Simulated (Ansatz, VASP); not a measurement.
SiO2 in VASP and in Ansatz

```
Si O
1.0
     4.49709    0.00000    0.00000
     0.00000    4.49709    0.00000
     0.00000    0.00000    2.49004
Si O
2 4
Direct
  0.50000 0.50000 0.50000
  0.00000 0.00000 0.00000
  0.69443 0.69443 0.00000
  0.19443 0.80557 0.50000
  0.30557 0.30557 0.00000
  0.80557 0.19443 0.50000
```

Alike in both runs: task single point; functional LDA; k mesh 6 × 6 × 10; occupations gaussian, width 0.05 eV; no spin polarisation.

|  | VASP | Ansatz |
| --- | --- | --- |
| version | VASP 6.6.1 | Ansatz 0.2.0 |
| potentials or method | VASP PAW LDA potentials, release 64 (Si, O), cutoff 520 eV | scalar-relativistic, plane waves, PAW |
| valence electrons in the cell | 32 | 32 |

|  | VASP | Ansatz | Ansatz less VASP |
| --- | --- | --- | --- |
| gap on the k mesh at the Fermi level (eV) | 4.41 | 4.43 | +0.021 |
| least direct gap on the mesh (eV) | 4.41 | 4.43 | +0.021 |
| pressure (GPa) | -15.1 | -16.0 | -0.95 |
| traceless stress, the component that is largest in VASP (GPa) | 42.91 | 41.96 | -0.947 |
| rms of the force components (eV/Å) | 0.855 | 0.895 | +0.0399 |

Ansatz warns that its potentials were made for another functional, while VASP's fit it. LDA's correlation is that of Perdew and Zunger in VASP and of Perdew and Wang (1992) in Ansatz. Atom by atom the forces differ by 0.040 eV/Å (rms over components).
